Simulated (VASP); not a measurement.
Here is a VASP 6.6.1 calculation.

File INCAR:

```
ALGO = Normal
EDIFF = 1E-6
ENCUT = 500
GGA = PE
GGA_COMPAT = F
ISIF = 2
ISMEAR = -1
IVDW = 13
LASPH = T
LCHARG = F
LREAL = F
LWAVE = F
NBANDS = 21
NELM = 120
PREC = Accurate
SIGMA = 0.15
```

Contents of KPOINTS:

```
k-points
0
Gamma
  18 18 10
```

File POSCAR:

```
Ru
1.0
    2.6739630167      0.0000000000      0.0000000000
   -1.3369815084      2.3157199012      0.0000000000
    0.0000000000      0.0000000000      4.2303420288
Ru
2
Direct
    0.3333333333      0.6666666667      0.2500000000
    0.6666666667      0.3333333333      0.7500000000
```

Potentials or basis: VASP PAW PBE potentials, release 64 (Ru_pv).

Run with:

```console
$ cat potpaw_PBE.64/Ru_pv/POTCAR > POTCAR
$ mpirun -np 1 vasp_std > vasp.out
```

Task: What does it give for the dispersion energy per atom?

Result: -0.543 eV.

Task: Predict the band gap on the k mesh.

Result: Zero (band 14 reaches 15.07 eV, above the bottom of band 15 at 11.77 eV).
